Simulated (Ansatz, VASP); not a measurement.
Two plane-wave programs on AlC

The input INCAR:

```
SYSTEM = AlC
PREC = Accurate
ENCUT = 600
EDIFF = 1E-6
ISMEAR = 0
SIGMA = 0.1
LREAL = .FALSE.
LASPH = .TRUE.
NELM = 100
ALGO = Normal
ISIF = 3
LWAVE = .FALSE.
LCHARG = .FALSE.
GGA = PE
IBRION = 2
NSW = 100
EDIFFG = -0.01
```

File KPOINTS:

```
Automatic mesh
0
G
  24 24 14
  0 0 0
```

File POSCAR:

```
AlC
1.0
    2.9790006916      0.0000000000      0.0000000000
   -1.4895003458      2.5798902768      0.0000000000
    0.0000000000      0.0000000000      3.7812621138
Al C
1 1
Direct
    0.0000000000      0.0000000000      0.5000000000
    0.0000000000      0.0000000000      0.0000000000
```

Input for Ansatz:

```yaml
crystal:
  lattice:
    - [2.9790006916, 0.0, 0.0]
    - [-1.4895003458, 2.5798902768, 0.0]
    - [0.0, 0.0, 3.7812621138]
  atoms:
    - { symbol: Al, position: [0.0, 0.0, 0.5] }
    - { symbol: C, position: [0.0, 0.0, 0.0] }
basis:
  ecutwfc: 420
kpoints:
  mp_grid: { grid: [24, 24, 14] }
hamiltonian:
  xc: pbe
scf:
  occupations: { method: gaussian, width: 0.1 }
output:
  forces: true
  stress: true
  eigenvalues: true
  write_density: true
  write_potential: true
  elf: true
  volumetric_format: npy
relax:
  adjacent_minimum: "off"
  f_tol: 0.01
  max_steps: 80
  cell: { stress_tol: 0.05 }
```

Alike in both runs: task relaxation of cell and atoms; functional PBE; k mesh 24 × 24 × 14; occupations gaussian, width 0.1 eV; no spin polarisation.

```csv
,VASP,Ansatz
version,VASP 6.6.1,Ansatz 0.2.0
potentials or method,"VASP PAW PBE potentials, release 64 (Al, C), cutoff 600 eV","scalar-relativistic, plane waves, PAW"
valence electrons in the cell,7,7
```

Ansatz gave:

* gap on the k mesh at the Fermi level, each at its own relaxed structure (eV): none
* relaxed volume (Å³/atom): 13.92
* relaxed cell length with the largest relative difference (Å): 2.895

Question: What did VASP give for the same quantities?

Answer: gap on the k mesh at the Fermi level, each at its own relaxed structure (eV): none; relaxed volume (Å³/atom): 13.87; relaxed cell length with the largest relative difference (Å): 2.889.

A gap of «none» marks a metal or a gap that the smearing closes.
